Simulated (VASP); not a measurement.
Set up this calculation in VASP 6.6.1, as the native input.

```yaml
Task: electric field gradients
Functional: LDA
Potentials_or_basis: VASP PAW LDA potentials, release 64 (Ag, Pt)
Cutoff: 520 eV
k_mesh: 9 × 9 × 9
Occupations: fermi-dirac, width 0.08 eV
Spin: no spin polarisation
Dipole_correction: no
Further_INCAR_settings: ALGO = Normal; EDIFF = 1e-08; NBANDS = 28
```

The structure of AgPt3 lies in POSCAR:

```
AgPt3
1.0
    3.9000000000      0.0000000000      0.0000000000
    0.0000000000      3.9000000000      0.0000000000
    0.0000000000      0.0000000000      3.8610000000
Ag Pt
1 3
Direct
    0.0000000000      0.0000000000      0.0000000000
    0.0000000000      0.5000000000      0.5000000000
    0.5000000000      0.0000000000      0.5000000000
    0.5000000000      0.5000000000      0.0000000000
```

This cell differs from its parent crystal: zz strain of -1 %.

One way to write it, as run:

INCAR

```
PREC = Accurate ; ENCUT = 520
EDIFF = 1E-8 ; ISMEAR = -1
SIGMA = 0.08 ; LREAL = F
LASPH = T ; NELM = 60
ALGO = Normal ; ISIF = 2
LWAVE = F ; LCHARG = F
GGA = CA ; LEFG = T
NBANDS = 28
```

KPOINTS

```
Automatic mesh
0
Gamma
  9 9 9
```

Potentials or basis: VASP PAW LDA potentials, release 64 (Ag, Pt).

Run with:

```bash
$ cat potpaw_LDA.64/Ag/POTCAR potpaw_LDA.64/Pt/POTCAR > POTCAR
$ mpirun -np 1 vasp_std > vasp.out
```

Results of the run:

* Pressure: 5.8 GPa

Caveat: the cell differs from its parent crystal (zz strain of -1 %); without QUAD_EFG the Cq values of the log hold for a quadrupole moment of 1 mb, not for the nuclei.

Run time: 54 s on 1 thread of Intel(R) Xeon(R) Platinum 8559C (Emerald Rapids), on a shared host, peak memory 0.22 GiB.
